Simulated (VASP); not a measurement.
**KCl: single point with HSE06**

KCl:

```
CELL_PARAMETERS angstrom
0.00000 3.33291 3.33291
3.33291 0.00000 3.33291
3.33291 3.33291 0.00000
ATOMIC_POSITIONS crystal
K 0.00000 0.00000 0.00000
Cl 0.50000 0.50000 0.50000
```

This cell differs from its parent crystal: strain +6.0%.

```yaml
Program: VASP 6.6.1
Task: single point
Functional: HSE06
Potentials_or_basis: VASP PAW PBE potentials, release 64 (K_sv, Cl)
Cutoff: 520 eV
k_mesh: 6 × 6 × 6
Occupations: gaussian, width 0.01 eV
Spin: no spin polarisation
Dipole_correction: no
Grid_for_exact_exchange_PRECFOCK: Normal
Further_INCAR_settings: ALGO = Normal; EDIFF = 1e-07; NBANDS = 15
Share_of_exact_exchange: 0.25
Screening_parameter: 0.2079 1/Å
```

* Pressure: -1.8 GPa
* Band gap on the k mesh: 5.91 eV

Levels at points of the mesh, in eV from the valence-band top:
| k point | band 6 | band 7 | band 8 | band 9 | band 10 | band 11 |
| --- | --- | --- | --- | --- | --- | --- |
| (0.00, 0.00, 0.00) | 0.00 | 0.00 | 0.00 | 5.91 | 9.73 | 9.73 |
| (0.50, 0.00, 0.00) | -0.81 | -0.22 | -0.22 | 8.35 | 9.31 | 11.66 |
| (0.50, 0.50, 0.00) | -0.57 | -0.20 | -0.20 | 7.94 | 9.00 | 10.44 |

Run time: 58 min on 1 thread of Intel(R) Xeon(R) Platinum 8259CL CPU @ 2.50GHz (Skylake/Cascade Lake), with other jobs on the host, peak memory 0.34 GiB.

Caveat: the cell differs from its parent crystal (strain +6.0%); the PAW data sets were made with another functional, which shifts forces and pressure a little.
